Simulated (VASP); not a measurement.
# NaCaLaF6 (P3) in VASP: single point with PBE+U

Aim: the single point of NaCaLaF6 with PBE+U.

All numbers are computed with VASP 6.6.1; they aren't measurements. Logs are shortened: lines on timing, memory, paths and dates and some standing lists are left out, and cuts for length are marked.

## Step 1: The cell of the first run

Symmetry: P3, No. 143, trigonal system. Conventional cell: a = 6.174 Å, b = 6.174 Å, c = 3.849 Å, α = 90.00°, β = 90.00°, γ = 120.00°. Within 3.1 Å of Ca (site symmetry 3) lie 9 F at 2.37 to 2.55 Å. F (site symmetry 1) has 1 Na at 2.39 Å and 1 La at 2.45 Å and 2 Ca at 2.52 to 2.55 Å and 8 F at 2.79 to 2.99 Å within 3.2 Å. Within 3.1 Å of F (site symmetry 1) lie 1 Ca at 2.37 Å and 1 Na at 2.38 Å and 2 La at 2.52 to 2.53 Å and 8 F at 2.79 to 2.99 Å. Within 3.2 Å of La (site symmetry 3) lie 9 F at 2.45 to 2.53 Å. Na (site symmetry 3) has 6 F at 2.38 to 2.39 Å within 3.1 Å.

## Step 2: Single point, PBE+U

INCAR

```
SYSTEM = NaCaLaF6
PREC = Accurate
ENCUT = 600
EDIFF = 1E-6
ISMEAR = 0
SIGMA = 0.02
LREAL = .False.
LASPH = .True.
NELM = 200
ALGO = Normal
ISIF = 2
LWAVE = .False.
LCHARG = .False.
LMAXMIX = 6
LDAU = .True.
LDAUTYPE = 2
LDAUL = -1 1 -1 -1
LDAUU = 0 7 0 0
LDAUJ = 0 0 0 0
LDAUPRINT = 1
GGA = PE
NBANDS = 45
GGA_COMPAT = .False.
```

KPOINTS

```
Automatic mesh
0
Gamma
  6 6 6
  0 0 0
```

POSCAR

```
NaCaLaF6
1.0
    6.1738090103      0.0000000000      0.0000000000
   -3.0869045052      5.3466754410      0.0000000000
    0.0000000000      0.0000000000      3.8485535242
Ca F La Na
1 6 1 1
Direct
    0.3333333333      0.6666666667      0.2584044149
    0.6156440348      0.9143823931      0.7537189491
    0.2987383584      0.3843559652      0.7537189491
    0.0856176069      0.7012616416      0.7537189491
    0.3929185898      0.0770593482      0.2401559682
    0.6841407584      0.6070814102      0.2401559682
    0.9229406518      0.3158592416      0.2401559682
    0.6666666667      0.3333333333      0.7377454753
    0.0000000000      0.0000000000      0.0222243578
```

Potentials or basis: VASP PAW PBE potentials, release 64 (Ca_sv, F, La, Na_pv).

Command:

```bash
cat potpaw_PBE.64/Ca_sv/POTCAR potpaw_PBE.64/F/POTCAR potpaw_PBE.64/La/POTCAR potpaw_PBE.64/Na_pv/POTCAR > POTCAR
mpirun -np 1 vasp_std > vasp.out
```

OUTCAR:

```text
SYSTEM = NaCaLaF6
   PREC = Accurate
   ENCUT = 600
   EDIFF = 1E-6
   ISMEAR = 0
   LREAL = .False.
   LASPH = .True.
   NELM = 200
   ISIF = 2
   GGA = PE

 ion  position               nearest neighbor table
   1  0.333  0.667  0.258-   5 2.37   7 2.37   6 2.37   4 2.52   2 2.52   3 2.52
   2  0.616  0.914  0.754-   8 2.45   1 2.52
   3  0.299  0.384  0.754-   8 2.45   1 2.52
   4  0.086  0.701  0.754-   8 2.45   1 2.52
   5  0.393  0.077  0.240-   1 2.37   8 2.52   8 2.53
   6  0.684  0.607  0.240-   1 2.37   8 2.52   8 2.53
   7  0.923  0.316  0.240-   1 2.37   8 2.52   8 2.53
   8  0.667  0.333  0.738-   4 2.45   2 2.45   3 2.45   7 2.52   5 2.52   6 2.52   7 2.53   5 2.53
                             6 2.53
   9  0.000  0.000  0.022-

  LATTYP: Found a hexagonal cell.
 ALAT       =     6.1738090103
 C/A-ratio  =     0.6233677650

  Lattice vectors:

 A1 = (   6.1738090103,   0.0000000000,   0.0000000000)
 A2 = (  -3.0869045052,   5.3466754410,   0.0000000000)
 A3 = (   0.0000000000,   0.0000000000,   3.8485535242)

Analysis of symmetry for initial positions (statically):
=====================================================================
 Subroutine PRICEL returns:
 Original cell was already a primitive cell.

 Routine SETGRP: Setting up the symmetry group for a
 hexagonal supercell.

 Subroutine GETGRP returns: Found  3 space group operations
 (whereof  3 operations were pure point group operations)
 out of a pool of 24 trial point group operations.

The static configuration has the point symmetry C_3 .

Analysis of symmetry for dynamics (positions and initial velocities):
=====================================================================
 Subroutine PRICEL returns:
 Original cell was already a primitive cell.

 Routine SETGRP: Setting up the symmetry group for a
 hexagonal supercell.

 Subroutine GETGRP returns: Found  3 space group operations
 (whereof  3 operations were pure point group operations)
 out of a pool of 24 trial point group operations.

The dynamic configuration has the point symmetry C_3 .

 Subroutine INISYM returns: Found  3 space group operations
 (whereof  3 operations are pure point group operations),
 and found     1 'primitive' translations

----------------------------------------------------------------------------------------

                                     Primitive cell

  volume of cell :     127.0383

  direct lattice vectors                    reciprocal lattice vectors
     6.173809010  0.000000000  0.000000000     0.161974560  0.093516056  0.000000000
    -3.086904505  5.346675441  0.000000000     0.000000000  0.187032112  0.000000000
     0.000000000  0.000000000  3.848553524     0.000000000  0.000000000  0.259837883

  length of vectors
     6.173809010  6.173809010  3.848553524     0.187032112  0.187032112  0.259837883

  position of ions in fractional coordinates (direct lattice)
     0.333333333  0.666666667  0.258404415
     0.615644035  0.914382393  0.753718949
     0.298738358  0.384355965  0.753718949
     0.085617607  0.701261642  0.753718949
     0.392918590  0.077059348  0.240155968
     0.684140758  0.607081410  0.240155968
     0.922940652  0.315859242  0.240155968
     0.666666667  0.333333333  0.737745475
     0.000000000  0.000000000  0.022224358

  ion indices of the primitive-cell ions
   primitive index   ion index
                 1           1
                 2           2
                 3           3
                 4           4
                 5           5
                 6           6
                 7           7
                 8           8
                 9           9

----------------------------------------------------------------------------------------

 KPOINTS: Automatic mesh

Automatic generation of k-mesh.
 Grid dimensions read from file:
 generate k-points for:    6    6    6

 Generating k-lattice:

  Cartesian coordinates                     Fractional coordinates (reciprocal lattice)
     0.026995760  0.015586009  0.000000000     0.166666667  0.000000000  0.000000000
     0.000000000  0.031172019  0.000000000     0.000000000  0.166666667  0.000000000
     0.000000000  0.000000000  0.043306314     0.000000000  0.000000000  0.166666667

  Length of vectors
     0.031172019  0.031172019  0.043306314

  Shift w.r.t. Gamma in fractional coordinates (k-lattice)
     0.000000000  0.000000000  0.000000000

 Subroutine IBZKPT returns following result:
 ===========================================

 Found     44 irreducible k-points:

 Following reciprocal coordinates:
            Coordinates               Weight
  0.000000  0.000000  0.000000      1.000000
  0.166667  0.000000  0.000000      6.000000
  0.333333  0.000000  0.000000      6.000000
  0.500000 -0.000000  0.000000      3.000000
  0.166667  0.166667  0.000000      6.000000
  0.333333  0.166667  0.000000      6.000000
[... 16 lines left out ...]
  0.000000  0.000000  0.333333      2.000000
  0.166667  0.000000  0.333333      6.000000
 [... further k-points ...]
   k-points           NKPTS =     44   k-points in BZ     NKDIM =     44   number of bands    NBANDS=     45
   number of dos      NEDOS =    301   number of ions     NIONS =      9
   total plane-waves  NPLWV =  80000
   dimension x,y,z NGX =    50 NGY =   50 NGZ =   32
   dimension x,y,z NGXF=   100 NGYF=  100 NGZF=   64
   ions per type =               1   6   1   1
   NGX,Y,Z   is equivalent  to a cutoff of  13.46, 13.46, 13.82 a.u.
   NGXF,Y,Z  is equivalent  to a cutoff of  26.93, 26.93, 27.65 a.u.
 SYSTEM =  NaCaLaF6
   PREC   = accura    normal or accurate (medium, high low for compatibility)
   ISTART =      0    job   : 0-new  1-cont  2-samecut
   ICHARG =      2    charge: 1-file 2-atom 10-const
   ISPIN  =      1    spin polarized calculation?
   LNONCOLLINEAR =      F non collinear calculations
   LSORBIT =      F    spin-orbit coupling
   LASPH  =      T    aspherical Exc in radial PAW
   ENCUT  =  600.0 eV  44.10 Ry    6.64 a.u.  12.33 12.33  7.69*2*pi/ulx,y,z
   NELM   =    200;   NELMIN=  2; NELMDL= -5     # of ELM steps
   EDIFF  = 0.1E-05   stopping-criterion for ELM
   LREAL  =      F    real-space projection
   EDIFFG = 0.1E-04   stopping-criterion for IOM
   NSW    =      0    number of steps for IOM
   IBRION =     -1    ionic relax: 0-MD 1-quasi-New 2-CG
   NFREE  =      0    steps in history (QN), initial steepest desc. (CG)
   ISIF   =      2    stress and relaxation
   ISYM   =      2    0-nonsym 1-usesym 2-fastsym
   POTIM  = 0.5000    time-step for ionic-motion
   TEBEG  =    0.0;   TEEND  =   0.0 temperature during run
   PSTRESS=    0.0 pullay stress
   NELECT =      70.0000    total number of electrons
   NUPDOWN=      -1.0000    fix difference up-down
   EMIN   =  10.00;   EMAX   =-10.00  energy-range for DOS
   EFERMI =   0.00;   METHOD = LEGACY
   ISMEAR =     0;   SIGMA  =   0.02  broadening in eV -4-tet -1-fermi 0-gaus
   EFERMI_NEDOS =   21; number of points for ismear=-14 and -15
   IALGO  =     38    algorithm
   IMIX   =      4    mixing-type and parameters
     AMIX     =   0.40;   BMIX     =  1.00
     AMIX_MAG =   1.60;   BMIX_MAG =  1.00
  volume/ion in A,a.u.               =      14.12        95.26
  Fermi-wavevector in a.u.,A,eV,Ry     =   1.342134  2.536266 24.508510  1.801325
  Thomas-Fermi vector in A             =   2.470312
   LORBIT       =      0    0 simple, 1 ext, 2 COOP (PROOUT), +10 PAW based schemes
 LDA+U is selected, type is set to LDAUTYPE =  2
   angular momentum for each species LDAUL =    -1    1   -1   -1
   U (eV)           for each species LDAUU =   0.0  7.0  0.0  0.0
   J (eV)           for each species LDAUJ =   0.0  0.0  0.0  0.0
   GGA     = PE    functional components
   LHFCALC =     F    Hartree Fock is set to
   AEXX    =    0.0000 exact exchange contribution
   IVDW    =     0    specifies the selected vdW correction
   LEPSILON=     F    determine dielectric tensor
   LRPA    =     F    only Hartree local field effects (RPA)
 non-spin polarized calculation
 Gauss-broadening in eV      SIGMA  =   0.02
  energy-cutoff  :      600.00
  volume of cell :      127.04
 maximum number of plane-waves:      4275
 NGX is ok and might be reduce to    50
   NGX = 25   NGY = 25   NGZ = 15

 number of electron      69.9999997 magnetization

 Free energy of the ion-electron system (eV)
  ---------------------------------------------------
  ext. energy  EPLUGINS =         0.00000000
  ---------------------------------------------------
  free energy    TOTEN  =       -28.78051710 eV

  energy without entropy =      -28.78051710  energy(sigma->0) =      -28.78051710

 E-fermi :  -0.7258     XC(G=0):  -9.4881

 val. band max:       -0.8265541869   @ k =   0.5000  -0.0000   0.0000
 cond. band min:       5.8176412425   @ k =   0.0000   0.0000   0.5000
 fundamental gap:      6.6441954294
 Fermi energy:        -0.7257897440

 k-point     1 :       0.0000    0.0000    0.0000
  band No.  band energies     occupation
      1     -36.6422      2.00000
      2     -28.9275      2.00000
      3     -19.6370      2.00000
      4     -19.6370      2.00000
      5     -19.5679      2.00000
      6     -19.2681      2.00000
[... 37 lines left out ...]
     44       7.8602      0.00000
     45       8.2592      0.00000

 k-point     2 :       0.1667    0.0000    0.0000
  band No.  band energies     occupation
      1     -36.6422      2.00000
      2     -28.9274      2.00000
      3     -19.6561      2.00000
      4     -19.6494      2.00000
      5     -19.5693      2.00000
      6     -19.2824      2.00000
[... 37 lines left out ...]
     44       7.9214      0.00000
     45       8.3026      0.00000

 k-point     3 :       0.3333    0.0000    0.0000
  band No.  band energies     occupation
      1     -36.6422      2.00000
      2     -28.9271      2.00000
      3     -19.6915      2.00000
      4     -19.6612      2.00000
      5     -19.5715      2.00000
      6     -19.3523      2.00000
[... 997 lines left out ...]
     44       8.3406      0.00000
     45       8.3755      0.00000

 k-point    24 :       0.1667    0.0000    0.3333
  band No.  band energies     occupation
      1     -36.6364      2.00000
      2     -28.8634      2.00000
      3     -19.6681      2.00000
      4     -19.6190      2.00000
      5     -19.6068      2.00000
      6     -19.3713      2.00000
[... 37 lines left out ...]
     44       8.4465      0.00000
     45       8.5408      0.00000

 [... further k-points ...]
[... 5 lines left out ...]
  --------------------------------------------------------------------------------------
  -------------------------------------------------------------------------------------
  Total       -4.0131932     -4.0131932     -4.2609572     -0.0000000      0.0000000      0.0000000
  in kB      -50.6134695    -50.6134695    -53.7382121     -0.0000002      0.0000000      0.0000000
  external PRESSURE =     -51.6550504 kB  Pullay stress =       0.0000000 kB

 VOLUME and BASIS-vectors are now :
 -----------------------------------------------------------------------------
  energy-cutoff  :      600.00
  volume of cell :      127.04
      direct lattice vectors                 reciprocal lattice vectors
     6.173809010  0.000000000  0.000000000     0.161974560  0.093516056  0.000000000
    -3.086904505  5.346675441  0.000000000     0.000000000  0.187032112  0.000000000
     0.000000000  0.000000000  3.848553524     0.000000000  0.000000000  0.259837883

 POSITION                                       TOTAL-FORCE (eV/Angst)
 -----------------------------------------------------------------------------------
     -0.00000      3.56445      0.99448         0.000000     -0.000000      0.002771
      0.97826      4.88891      2.90073        -0.163657      0.311359     -0.009153
      0.65788      2.05503      2.90073         0.351473     -0.013948     -0.009153
     -1.63614      3.74942      2.90073        -0.187816     -0.297411     -0.009153
      2.18793      0.41201      0.92425         0.163631      0.223182      0.009788
      2.34975      3.24587      0.92425         0.111466     -0.253299      0.009788
      4.72303      1.68880      0.92425        -0.275097      0.030117      0.009788
      3.08690      1.78223      2.83925         0.000000     -0.000000      0.000590
      0.00000      0.00000      0.08553         0.000000     -0.000000     -0.005266
 -----------------------------------------------------------------------------------
    total drift:                               -0.000003      0.000003      0.001134

  FREE ENERGIE OF THE ION-ELECTRON SYSTEM (eV)
  ---------------------------------------------------
  free  energy   TOTEN  =       -28.7805170968 eV

  energy  without entropy=      -28.7805170968  energy(sigma->0) =      -28.78051710
```

It took 4.8 min on 1 thread of Intel Xeon Platinum 8488C (Sapphire Rapids), shared host; peak memory 0.48 GiB.

What came out:

```yaml
Free_energy: -28.7805 eV
Pressure: -5.2 GPa
Largest_force: 0.352 eV/Å
Band_gap_on_the_k_mesh: 6.64 eV (least direct gap 6.68 eV)
```

Forces on the atoms (eV/Å):
```
Ca   0.000  0.000  0.003
F   -0.164  0.311 -0.009
F    0.351 -0.014 -0.009
F   -0.188 -0.297 -0.009
F    0.164  0.223  0.010
F    0.111 -0.253  0.010
F   -0.275  0.030  0.010
La   0.000  0.000  0.001
Na   0.000  0.000 -0.005
```

Caveat: the cell stands under tension; spin-orbit coupling is left out, which moves the levels of the heavy elements. A k mesh can miss the band edges.
